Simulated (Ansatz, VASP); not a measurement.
## One calculation of Ir, two programs

Contents of INCAR:

```
ALGO     = Normal         # electronic algorithm
EDIFF    = 1E-6           # SCF threshold, eV
ENCUT    = 520            # plane-wave cutoff, eV
ISIF     = 2              # what is computed and relaxed
ISMEAR   = 0              # smearing method
LASPH    = True           # aspherical terms in the spheres
LCHARG   = True           # write CHGCAR
LELF     = True           # ELF
LREAL    = False          # projectors in reciprocal space
LVHAR    = True         
LWAVE    = False          # write WAVECAR
NBANDS   = 10             # bands
NELM     = 100            # most SCF steps
PREC     = Accurate       # precision mode
SIGMA    = 0.15           # smearing width, eV
```

KPOINTS

```
k-points
0
Gamma
  22 22 22
```

File POSCAR:

```
Ir
1.0
    0.0000000000      1.7661240000      1.9197000000
    1.7661240000      0.0000000000      1.9197000000
    1.7661240000      1.7661240000      0.0000000000
Ir
1
Direct
    0.0000000000      0.0000000000      0.0000000000
```

Input for Ansatz:

```yaml
crystal:
  lattice:
    - [0.0, 1.766124, 1.9197]
    - [1.766124, 0.0, 1.9197]
    - [1.766124, 1.766124, 0.0]
  atoms:
    - { symbol: Ir, position: [0.0, 0.0, 0.0] }
basis:
  ecutwfc: 420
kpoints:
  mp_grid: { grid: [22, 22, 22] }
hamiltonian:
  xc: lda
scf:
  occupations: { method: gaussian, width: 0.15 }
output:
  forces: true
  stress: true
  eigenvalues: true
```

Change from the starting cell: strain -0.080 along x and y, +0.000 along z, atoms carried along.

Alike in both runs: task single point; functional LDA; k mesh 22 × 22 × 22; occupations gaussian, width 0.15 eV; no spin polarisation.

```csv
,VASP,Ansatz
version,VASP 6.6.1,Ansatz 0.2.0
potentials or method,"VASP PAW LDA potentials, release 64 (Ir), cutoff 520 eV","scalar-relativistic, plane waves, PAW"
valence electrons in the cell,9,17
```

```tsv
	VASP	Ansatz	Ansatz less VASP
gap on the k mesh at the Fermi level (eV)	none	none	-
pressure (GPa)	91.4	86.2	-5.17
traceless stress, the component that is largest in VASP (GPa)	-33.66	-33.73	-0.072
```

LDA's correlation is that of Perdew and Zunger in VASP and of Perdew and Wang (1992) in Ansatz. A gap of «none» marks a metal or a gap that the smearing closes. Both programs put the cell under a high pressure, so it lies far from rest at this level. VASP's potentials hold 9 valence electrons a cell and Ansatz's 17, so a difference there can come from the potentials and not from the codes.

Spin-orbit coupling is off throughout. Noted on VASP's run: the cell as given lies far from equilibrium.
